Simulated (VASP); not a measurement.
Input of a VASP 6.6.1 run:

The input INCAR:

```
SYSTEM = MnSi
PREC = Accurate ; ENCUT = 500
EDIFF = 1E-6 ; ISMEAR = 0
SIGMA = 0.1 ; LREAL = .False.
LASPH = .True. ; NELM = 120
ALGO = Normal ; ISIF = 2
LWAVE = .False. ; LCHARG = .True.
GGA = PE ; LELF = .True.
LVHAR = .True. ; NBANDS = 44
GGA_COMPAT = .False.
```

File KPOINTS:

```
Automatic mesh
0
Gamma
  6 6 14
  0 0 0
```

File POSCAR:

```
MnSi
1.0
    6.6994692722      0.0000000000      0.0000382553
   -3.3497346360      5.8019105817     -0.0000302420
   -3.3497207032      1.9339655198      2.5219649299
Mn Si
4 4
Direct
    0.1349277025      0.6308775366      0.3679355252
    0.8638863352      0.8650773597      0.3679284483
    0.3691239098      0.1361225437      0.3679313771
    0.6384724920      0.3615179098      0.9154333534
    0.8429999379      0.3501413511      0.6509644224
    0.1581024708      0.1570002304      0.6509620227
    0.6498560126      0.8418889170      0.6509644888
    0.3426311392      0.6573741517      0.0278803621
```

Potentials or basis: VASP PAW PBE potentials, release 64 (Mn_pv, Si).

Run with:

```console
$ cat potpaw_PBE.64/Mn_pv/POTCAR potpaw_PBE.64/Si/POTCAR > POTCAR
$ mpirun -np 1 vasp_std > vasp.out
```

Predict the largest force.

0.012 eV/Å.

What does it give for the pressure?

-12.9 GPa.

Estimate the band gap on the k mesh.

zero (bands 34 and 35 overlap by 0.45 eV).

Stress tensor (GPa, compression positive):
```
-19.34   0.00   0.00
  0.00 -19.34   0.00
  0.00   0.00  -0.05
```

Caveat: the cell stands under tension; the run has no spin polarisation, though such a crystal can be magnetic. Spin polarisation is off, so any magnetic state and its effect on volume and gap are missing.
